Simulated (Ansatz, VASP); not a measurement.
Two plane-wave programs on TaC

POSCAR

```
TaC
1.0
    0.0000000000      2.2230000000      2.2230000000
    2.2230000000      0.0000000000      2.2230000000
    2.2230000000      2.2230000000      0.0000000000
Ta C
1 1
Direct
    0.0000000000      0.0000000000      0.0000000000
    0.5000000000      0.5000000000      0.5000000000
```

File INCAR.step1:

```
  ALGO = Normal
  EDIFF = 1E-5
  ENCUT = 660
  GGA = PE
  GGA_COMPAT = False
  ISMEAR = -1
  LASPH = True
  LCHARG = False
  LREAL = False
  LWAVE = True
  NBANDS = 14
  NELM = 120
  PREC = Accurate
  SIGMA = 0.15
```

Contents of INCAR.step2:

```
  ALGO = Normal
  EDIFF = 1E-6
  ENCUT = 660
  GGA_COMPAT = False
  ISIF = 2
  ISMEAR = -1
  ISTART = 1
  LASPH = True
  LCHARG = False
  LMIXTAU = True
  LREAL = False
  LWAVE = False
  METAGGA = R2SCAN
  NBANDS = 14
  NELM = 120
  PREC = Accurate
  SIGMA = 0.15
```

Contents of KPOINTS:

```
k-points
0
Gamma
  3 3 3
```

Input for Ansatz:

```yaml
crystal:
  lattice:
    - [0.0, 2.223, 2.223]
    - [2.223, 0.0, 2.223]
    - [2.223, 2.223, 0.0]
  atoms:
    - { symbol: Ta, position: [0.0, 0.0, 0.0] }
    - { symbol: C, position: [0.5, 0.5, 0.5] }
basis:
  ecutwfc: 500.0
kpoints:
  mp_grid:
    grid: [3, 3, 3]
hamiltonian:
  xc: r2scan
  pseudopotentials:
    kind: paw
scf:
  occupations:
    method: fermi_dirac
    width: 0.15
output:
  forces: true
  stress: true
```

Alike in both runs: task single point; functional r2SCAN; k mesh 3 × 3 × 3; occupations fermi-dirac, width 0.15 eV; no spin polarisation.

|  | VASP | Ansatz |
| --- | --- | --- |
| version | VASP 6.6.1 | Ansatz 0.2.0 |
| potentials or method | VASP PAW PBE potentials, release 64 (Ta_pv, C), cutoff 660 eV | plane waves, PAW |
| valence electrons in the cell | 15 | 17 |

```csv
,VASP,Ansatz,Ansatz less VASP
pressure (GPa),9.6,8.3,-1.33
```

VASP's potentials were made for PBE, not for r2SCAN. VASP's potentials hold 15 valence electrons a cell and Ansatz's 17, so a difference there can come from the potentials and not from the codes.

The k mesh is coarse, so the values compare programs but aren't converged. Spin-orbit coupling is off throughout.
